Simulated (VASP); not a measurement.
Here is a VASP 6.6.1 calculation.

The input INCAR:

```
SYSTEM = AgPAu3
PREC = Accurate ; ENCUT = 600
EDIFF = 1E-6 ; ISMEAR = 0
SIGMA = 0.1 ; LREAL = .FALSE.
LASPH = .TRUE. ; NELM = 80
ALGO = Normal ; ISIF = 3
LWAVE = .FALSE. ; LCHARG = .FALSE.
GGA = PE ; IBRION = 2
NSW = 90 ; EDIFFG = -0.04
```

KPOINTS

```
Automatic mesh
0
G
  4 4 4
  0 0 0
```

The input POSCAR:

```
AgPAu3
1.0
    4.4401792900      0.0000000000      0.0000000000
    0.0000000000      4.4401792900      0.0000000000
    0.0000000000      0.0000000000      4.4401792900
Ag P Au
1 1 3
Direct
    0.0000000000      0.0000000000      0.0000000000
    0.5000000000      0.5000000000      0.5000000000
    0.0000000000      0.5000000000      0.5000000000
    0.5000000000      0.0000000000      0.5000000000
    0.5000000000      0.5000000000      0.0000000000
```

Potentials or basis: VASP PAW PBE potentials, release 64 (Ag, P, Au).

Launch:

```bash
$ cat potpaw_PBE.64/Ag/POTCAR potpaw_PBE.64/P/POTCAR potpaw_PBE.64/Au/POTCAR > POTCAR
$ mpirun -np 1 vasp_std > vasp.out
```

Question: Estimate the relaxed cell.

Answer: a = 4.736 Å, b = 4.736 Å, c = 4.736 Å, α = 90.00°, β = 90.00°, γ = 90.00°.

Question: What does it give for the relaxed volume?

Answer: 21.24 Å³/atom.

Question: What does it give for the band gap on the k mesh?

Answer: Zero (an odd number of electrons rules out a gap without spin polarisation).

Question: What does it give for the space group after relaxing (to 0.1 Å)?

Answer: Pm-3m (No. 221).

Step by step:
```csv
step,energy change (eV),largest force (eV/Å),pressure (GPa),volume (Å³)
1,0.0000,0.0000,25.87,87.54
2,-0.4406,0.0000,-8.31,128.47
3,-1.1978,0.0000,-0.19,106.21
```

Caveat: the volume moved by over 15 % at a fixed basis, so the end points are rough; spin-orbit coupling is left out, which moves the levels of the heavy elements.
